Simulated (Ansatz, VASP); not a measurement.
## One calculation of W, two programs

```xyz
1
Lattice="-0.6418 1.7650 1.7650 1.7650 -0.6418 1.7650 1.7650 1.7650 -0.6418" Properties=species:S:1:pos:R:3 pbc="T T T"
W     0.0000    0.0000    0.0000
```

Alike in both runs: task single point; functional PBEsol; k mesh 22 × 22 × 22; occupations gaussian, width 0.15 eV; no spin polarisation.

```csv
,VASP,Ansatz
version,VASP 6.6.1,Ansatz 0.2.0
potentials or method,"VASP PAW PBE potentials, release 64 (W_sv), cutoff 520 eV","scalar-relativistic, plane waves, PAW"
valence electrons in the cell,14,14
```

|  | VASP | Ansatz | Ansatz less VASP |
| --- | --- | --- | --- |
| gap on the k mesh at the Fermi level (eV) | none | none | - |
| pressure (GPa) | 11.4 | 10.4 | -1.01 |
| traceless stress, the component that is largest in VASP (GPa) | 13.18 | 13.08 | -0.103 |

VASP's potentials were made for PBE, not for PBEsol. A gap of «none» marks a metal or a gap that the smearing closes.

Spin-orbit coupling is off throughout.
